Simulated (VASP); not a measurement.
# ZnO (P6_3mc) in VASP: further runs

Aim: see how the results for ZnO move with the level of theory and the settings. Levels: revPBE+D3(BJ), RPBE. Tasks: single point, relaxation of cell and atoms.

Everything below comes from runs of VASP 6.6.1. Logs are shortened: lines on timing, memory, paths and dates and some standing lists are left out, and cuts for length are marked.

**What was measured.**

“Electronic structure of alkaline earth and post-transition metal oxides”, 2009, arxiv:0908.1581 quotes, for a bulk crystal of ZnO: band gap 3.37 eV.

The results are compared with them further down.

## 1. The cell of the first run

Symmetry: P6_3mc, No. 186, hexagonal system. The conventional cell has a = 3.257 Å, b = 3.257 Å, c = 5.262 Å, α = 90.00°, β = 90.00°, γ = 120.00°. Within 2.6 Å of Zn (site symmetry 3m) lie 4 O at 1.99 Å. Within 2.6 Å of O (site symmetry 3m) lie 4 Zn at 1.99 Å.

## 2. Single point, revPBE+D3(BJ)

INCAR reads:

```
SYSTEM = ZnO
ALGO     = Normal         ! electronic algorithm
EDIFF    = 1E-6           ! SCF threshold, eV
ENCUT    = 520            ! plane-wave cutoff, eV
GGA      = RE             ! functional
ISIF     = 2              ! what is computed and relaxed
ISMEAR   = 0              ! smearing method
IVDW     = 12             ! dispersion correction
LASPH    = .True.         ! aspherical terms in the spheres
LCHARG   = .False.        ! write CHGCAR
LREAL    = .False.        ! projectors in reciprocal space
LWAVE    = .False.        ! write WAVECAR
NBANDS   = 26             ! bands
NELM     = 60             ! most SCF steps
PREC     = Accurate       ! precision mode
SIGMA    = 0.01           ! smearing width, eV
```

KPOINTS reads:

```
k-points
0
Gamma
  12 12 4
  0 0 0
```

POSCAR reads:

```
ZnO
1.0
    3.2565548712      0.0000000000      0.0000000000
   -1.6282774356      2.8202592473      0.0000000000
    0.0000000000      0.0000000000      5.2624834828
Zn O
2 2
Direct
    0.3333333333      0.6666666667      0.5001904825
    0.6666666667      0.3333333333      0.0001904825
    0.6666666667      0.3333333333      0.3788195175
    0.3333333333      0.6666666667      0.8788195175
```

Potentials or basis: VASP PAW PBE potentials, release 64 (Zn, O).

Launch:

```console
$ cat potpaw_PBE.64/Zn/POTCAR potpaw_PBE.64/O/POTCAR > POTCAR
$ mpirun -np 1 vasp_std > vasp.out
```

OUTCAR:

```text
SYSTEM = ZnO
   EDIFF = 1E-6
   ENCUT = 520
   GGA = RE
   ISIF = 2
   ISMEAR = 0
   IVDW = 12
   LASPH = .True.
   LREAL = .False.
   NELM = 60
   PREC = Accurate
 IVDW          = 12

 ion  position               nearest neighbor table
   1  0.333  0.667  0.500-   3 1.99   3 1.99   3 1.99   4 1.99
   2  0.667  0.333  0.000-   4 1.99   4 1.99   4 1.99   3 1.99
   3  0.667  0.333  0.379-   1 1.99   1 1.99   1 1.99   2 1.99
   4  0.333  0.667  0.879-   2 1.99   2 1.99   2 1.99   1 1.99

  LATTYP: Found a hexagonal cell.
 ALAT       =     3.2565548712
 C/A-ratio  =     1.6159664710

  Lattice vectors:

 A1 = (   3.2565548712,   0.0000000000,   0.0000000000)
 A2 = (  -1.6282774356,   2.8202592473,   0.0000000000)
 A3 = (   0.0000000000,   0.0000000000,   5.2624834828)

Analysis of symmetry for initial positions (statically):
=====================================================================
 Subroutine PRICEL returns:
 Original cell was already a primitive cell.

 Routine SETGRP: Setting up the symmetry group for a
 hexagonal supercell.

 Subroutine GETGRP returns: Found 12 space group operations
 (whereof  6 operations were pure point group operations)
 out of a pool of 24 trial point group operations.

The static configuration has the point symmetry C_3v.
 The point group associated with its full space group is C_6v.

Analysis of symmetry for dynamics (positions and initial velocities):
=====================================================================
 Subroutine PRICEL returns:
 Original cell was already a primitive cell.

 Routine SETGRP: Setting up the symmetry group for a
 hexagonal supercell.

 Subroutine GETGRP returns: Found 12 space group operations
 (whereof  6 operations were pure point group operations)
 out of a pool of 24 trial point group operations.

The dynamic configuration has the point symmetry C_3v.
 The point group associated with its full space group is C_6v.

 Subroutine INISYM returns: Found 12 space group operations
 (whereof  6 operations are pure point group operations),
 and found     1 'primitive' translations

----------------------------------------------------------------------------------------

                                     Primitive cell

  volume of cell :      48.3324

  direct lattice vectors                    reciprocal lattice vectors
     3.256554871  0.000000000  0.000000000     0.307072977  0.177288666  0.000000000
    -1.628277436  2.820259247  0.000000000     0.000000000  0.354577332  0.000000000
     0.000000000  0.000000000  5.262483483     0.000000000  0.000000000  0.190024349

  length of vectors
     3.256554871  3.256554871  5.262483483     0.354577332  0.354577332  0.190024349

  position of ions in fractional coordinates (direct lattice)
     0.333333333  0.666666667  0.500190483
     0.666666667  0.333333333  0.000190483
     0.666666667  0.333333333  0.378819517
     0.333333333  0.666666667  0.878819517

  ion indices of the primitive-cell ions
   primitive index   ion index
                 1           1
                 2           2
                 3           3
                 4           4

----------------------------------------------------------------------------------------

 KPOINTS: k-points

Automatic generation of k-mesh.
 Grid dimensions read from file:
 generate k-points for:   12   12    4

 Generating k-lattice:

  Cartesian coordinates                     Fractional coordinates (reciprocal lattice)
     0.025589415  0.014774056  0.000000000     0.083333333  0.000000000  0.000000000
     0.000000000  0.029548111  0.000000000     0.000000000  0.083333333  0.000000000
     0.000000000  0.000000000  0.047506087     0.000000000  0.000000000  0.250000000

  Length of vectors
     0.029548111  0.029548111  0.047506087

  Shift w.r.t. Gamma in fractional coordinates (k-lattice)
     0.000000000  0.000000000  0.000000000

 Subroutine IBZKPT returns following result:
 ===========================================

 Found     57 irreducible k-points:

 Following reciprocal coordinates:
            Coordinates               Weight
  0.000000  0.000000  0.000000      1.000000
  0.083333  0.000000  0.000000      6.000000
  0.166667  0.000000  0.000000      6.000000
  0.250000  0.000000  0.000000      6.000000
  0.333333  0.000000  0.000000      6.000000
  0.416667 -0.000000  0.000000      6.000000
[... 16 lines left out ...]
  0.250000  0.000000  0.250000     12.000000
  0.333333  0.000000  0.250000     12.000000
 [... further k-points ...]
   k-points           NKPTS =     57   k-points in BZ     NKDIM =     57   number of bands    NBANDS=     26
   number of dos      NEDOS =    301   number of ions     NIONS =      4
   total plane-waves  NPLWV =  23040
   dimension x,y,z NGX =    24 NGY =   24 NGZ =   40
   dimension x,y,z NGXF=    48 NGYF=   48 NGZF=   80
   ions per type =               2   2
   NGX,Y,Z   is equivalent  to a cutoff of  12.25, 12.25, 12.64 a.u.
   NGXF,Y,Z  is equivalent  to a cutoff of  24.50, 24.50, 25.27 a.u.
 SYSTEM =  ZnO
   PREC   = accura    normal or accurate (medium, high low for compatibility)
   ISTART =      0    job   : 0-new  1-cont  2-samecut
   ICHARG =      2    charge: 1-file 2-atom 10-const
   ISPIN  =      1    spin polarized calculation?
   LNONCOLLINEAR =      F non collinear calculations
   LSORBIT =      F    spin-orbit coupling
   LASPH  =      T    aspherical Exc in radial PAW
   ENCUT  =  520.0 eV  38.22 Ry    6.18 a.u.   6.06  6.06  9.78*2*pi/ulx,y,z
   NELM   =     60;   NELMIN=  2; NELMDL= -5     # of ELM steps
   EDIFF  = 0.1E-05   stopping-criterion for ELM
   LREAL  =      F    real-space projection
   EDIFFG = 0.1E-04   stopping-criterion for IOM
   NSW    =      0    number of steps for IOM
   IBRION =     -1    ionic relax: 0-MD 1-quasi-New 2-CG
   NFREE  =      0    steps in history (QN), initial steepest desc. (CG)
   ISIF   =      2    stress and relaxation
   ISYM   =      2    0-nonsym 1-usesym 2-fastsym
   POTIM  = 0.5000    time-step for ionic-motion
   TEBEG  =    0.0;   TEEND  =   0.0 temperature during run
   PSTRESS=    0.0 pullay stress
   NELECT =      36.0000    total number of electrons
   NUPDOWN=      -1.0000    fix difference up-down
   EMIN   =  10.00;   EMAX   =-10.00  energy-range for DOS
   EFERMI =   0.00;   METHOD = LEGACY
   ISMEAR =     0;   SIGMA  =   0.01  broadening in eV -4-tet -1-fermi 0-gaus
   EFERMI_NEDOS =   21; number of points for ismear=-14 and -15
   IALGO  =     38    algorithm
   IMIX   =      4    mixing-type and parameters
     AMIX     =   0.40;   BMIX     =  1.00
     AMIX_MAG =   1.60;   BMIX_MAG =  1.00
  volume/ion in A,a.u.               =      12.08        81.54
  Fermi-wavevector in a.u.,A,eV,Ry     =   1.483985  2.804326 29.962919  2.202212
  Thomas-Fermi vector in A             =   2.597579
   LORBIT       =      0    0 simple, 1 ext, 2 COOP (PROOUT), +10 PAW based schemes
   GGA     = RE    functional components
   LHFCALC =     F    Hartree Fock is set to
   AEXX    =    0.0000 exact exchange contribution
   IVDW    =    12    specifies the selected vdW correction
   LEPSILON=     F    determine dielectric tensor
   LRPA    =     F    only Hartree local field effects (RPA)
 non-spin polarized calculation
 Gauss-broadening in eV      SIGMA  =   0.01
  energy-cutoff  :      520.00
  volume of cell :       48.33
 maximum number of plane-waves:      1320
   NGX = 13   NGY = 13   NGZ = 19

 number of electron      36.0000037 magnetization

 Free energy of the ion-electron system (eV)
  ---------------------------------------------------
  ext. energy  EPLUGINS =         0.00000000
  ---------------------------------------------------
  free energy    TOTEN  =       -16.51432525 eV

  energy without entropy =      -16.51432525  energy(sigma->0) =      -16.51432525

 E-fermi :   1.3118     XC(G=0): -10.6396

 val. band max:        1.2048309767   @ k =   0.0000   0.0000   0.0000
 cond. band min:       2.0271380133   @ k =   0.0000   0.0000   0.0000
 fundamental gap:      0.8223070366
 Fermi energy:         1.3118272848

 k-point     1 :       0.0000    0.0000    0.0000
  band No.  band energies     occupation
      1     -16.8335      2.00000
      2     -16.1497      2.00000
      3      -4.4109      2.00000
      4      -4.4109      2.00000
      5      -4.3745      2.00000
      6      -4.3073      2.00000
[... 18 lines left out ...]
     25      15.3513      0.00000
     26      15.3513      0.00000

 k-point     2 :       0.0833    0.0000    0.0000
  band No.  band energies     occupation
      1     -16.7967      2.00000
      2     -16.1332      2.00000
      3      -4.4538      2.00000
      4      -4.3891      2.00000
      5      -4.3492      2.00000
      6      -4.2609      2.00000
[... 18 lines left out ...]
     25      15.2548      0.00000
     26      15.4386      0.00000

 k-point     3 :       0.1667    0.0000    0.0000
  band No.  band energies     occupation
      1     -16.6932      2.00000
      2     -16.0890      2.00000
      3      -4.5511      2.00000
      4      -4.3318      2.00000
      5      -4.3111      2.00000
      6      -4.2297      2.00000
[... 18 lines left out ...]
     25      15.2357      0.00000
     26      15.5213      0.00000

 k-point     4 :       0.2500    0.0000    0.0000
  band No.  band energies     occupation
      1     -16.5432      2.00000
      2     -16.0334      2.00000
      3      -4.6489      2.00000
      4      -4.3224      2.00000
      5      -4.2617      2.00000
      6      -4.1411      2.00000
[... 18 lines left out ...]
     25      14.5688      0.00000
     26      15.3783      0.00000
[... 496 lines left out ...]
      1     -16.6072      2.00000
      2     -16.1798      2.00000
      3      -4.6150      2.00000
      4      -4.4990      2.00000
      5      -4.3092      2.00000
      6      -4.2849      2.00000
[... 18 lines left out ...]
     25      14.3845      0.00000
     26      15.1315      0.00000

 k-point    23 :       0.2500    0.0000    0.2500
  band No.  band energies     occupation
      1     -16.4689      2.00000
      2     -16.1080      2.00000
      3      -4.7073      2.00000
      4      -4.5159      2.00000
      5      -4.2296      2.00000
      6      -4.1780      2.00000
[... 18 lines left out ...]
     25      14.5826      0.00000
     26      15.1301      0.00000

 k-point    24 :       0.3333    0.0000    0.2500
  band No.  band energies     occupation
      1     -16.3195      2.00000
      2     -16.0426      2.00000
      3      -4.7535      2.00000
      4      -4.5432      2.00000
      5      -4.1596      2.00000
      6      -4.0472      2.00000
[... 18 lines left out ...]
     25      14.6490      0.00000
     26      15.1365      0.00000

 [... further k-points ...]

------------------------ aborting loop because EDIFF is reached ----------------------------------------

 Edisp (eV)   -1.73787

 E8    (eV) :    -1.1354

  FORCE on cell =-STRESS in cart. coord.  units (eV):
  Direction    XX          YY          ZZ          XY          YZ          ZX
  --------------------------------------------------------------------------------------
  -------------------------------------------------------------------------------------
  Total       0.33551     0.33551     0.33670     0.00000    -0.00000    -0.00000
  in kB      11.12190    11.12190    11.16116     0.00000    -0.00000    -0.00000
  external pressure =       11.13 kB  Pullay stress =        0.00 kB

 VOLUME and BASIS-vectors are now :
 -----------------------------------------------------------------------------
  energy-cutoff  :      520.00
  volume of cell :       48.33
      direct lattice vectors                 reciprocal lattice vectors
     3.256554871  0.000000000  0.000000000     0.307072977  0.177288666  0.000000000
    -1.628277436  2.820259247  0.000000000     0.000000000  0.354577332  0.000000000
     0.000000000  0.000000000  5.262483483     0.000000000  0.000000000  0.190024349

 POSITION                                       TOTAL-FORCE (eV/Angst)
 -----------------------------------------------------------------------------------
     -0.00000      1.88017      2.63224         0.000000     -0.000000      0.000733
      1.62828      0.94009      0.00100        -0.000000      0.000000      0.000733
      1.62828      0.94009      1.99353         0.000000     -0.000000     -0.000733
     -0.00000      1.88017      4.62477        -0.000000      0.000000     -0.000733
 -----------------------------------------------------------------------------------
    total drift:                               -0.000000     -0.000001     -0.000806

  FREE ENERGIE OF THE ION-ELECTRON SYSTEM (eV)
  ---------------------------------------------------
  free  energy   TOTEN  =       -18.2521964880 eV

  energy  without entropy=      -18.2521964880  energy(sigma->0) =      -18.25219649
```

It took 90 s on 1 thread of Intel Xeon Platinum 8259CL at 2.50GHz (Skylake/Cascade Lake), shared host; peak memory 0.2 GiB.

Results:

* Free energy: -18.2522 eV
* Pressure: 1.1 GPa
* Band gap on the k mesh: 0.82 eV
* Dispersion energy per atom: -0.434 eV

Levels at points of the mesh, in eV from the valence-band top:
```csv
k point,band 15,band 16,band 17,band 18,band 19,band 20,band 21,band 22
"(0.00, 0.00, 0.00)",-0.77,-0.08,0.00,0.00,0.82,5.25,8.21,12.92
"(0.50, 0.00, 0.00)",-2.77,-2.20,-1.26,-0.81,5.77,6.94,7.62,8.48
"(0.00, 0.00, 0.50)",-0.38,-0.38,-0.38,-0.38,3.47,3.47,10.07,10.07
"(0.50, 0.00, 0.50)",-1.47,-1.47,-1.35,-1.35,5.75,5.75,8.41,8.41
```

Caveat: the PAW data sets were made with another functional, which shifts forces and pressure a little. Expect the measured gap to be larger: semilocal functionals such as revPBE lack the derivative discontinuity.

(Continued in part 2 of 2.)
